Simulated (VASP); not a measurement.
ZrTi3O8, 12 atoms in the cell. The structure is tetragonal, space group P-4m2 (No. 115). Conventional cell: a = 3.858 Å, b = 3.858 Å, c = 9.979 Å, α = 90.00°, β = 90.00°, γ = 90.00°. Zr (site symmetry -4m2) has 6 O at 2.03 to 2.21 Å within 2.7 Å. Ti (site symmetry -4m2) has 6 O at 1.97 to 1.98 Å within 2.6 Å. Within 2.6 Å of Ti (site symmetry 2mm) lie 6 O at 1.97 to 2.01 Å. Within 2.7 Å of O (site symmetry 2mm) lie 1 Ti at 2.01 Å and 2 Zr at 2.03 Å and 2 O at 2.50 Å. Within 2.6 Å of O (site symmetry 2mm) lie 3 Ti at 1.97 Å and 2 O at 2.50 Å. O (site symmetry 2mm) has 3 Ti at 1.97 to 1.98 Å and 2 O at 2.50 Å within 2.6 Å. O (site symmetry 2mm) has 2 Ti at 1.97 Å and 1 Zr at 2.21 Å and 2 O at 2.50 Å within 2.6 Å. 

- Program: VASP 6.6.1
- Task: single point
- Functional: PBE
- Potentials or basis: VASP PAW PBE potentials, release 64 (Zr_sv, Ti_sv, O)
- Cutoff: 520 eV
- k mesh: 8 × 8 × 4
- Occupations: gaussian, width 0.02 eV
- Spin: no spin polarisation
- Dipole correction: no
- Further INCAR settings: ALGO = Normal; EDIFF = 1e-06; NBANDS = 60

Potentials or basis: VASP PAW PBE potentials, release 64 (Zr_sv, Ti_sv, O).

Command:

```sh
$ cat potpaw_PBE.64/Zr_sv/POTCAR potpaw_PBE.64/Ti_sv/POTCAR potpaw_PBE.64/O/POTCAR > POTCAR
$ mpirun -np 1 vasp_std > vasp.out
```

Hardware: 1 thread of Intel(R) Xeon(R) 6975P-C (Granite Rapids), on a shared host.

**Question.** Estimate the wall time of this run.

**Answer.** It took 5 min on 1 thread of Intel(R) Xeon(R) 6975P-C (Granite Rapids), with other jobs on the host, peak memory 0.44 GiB. Counts: scf iterations 18, k points 45.
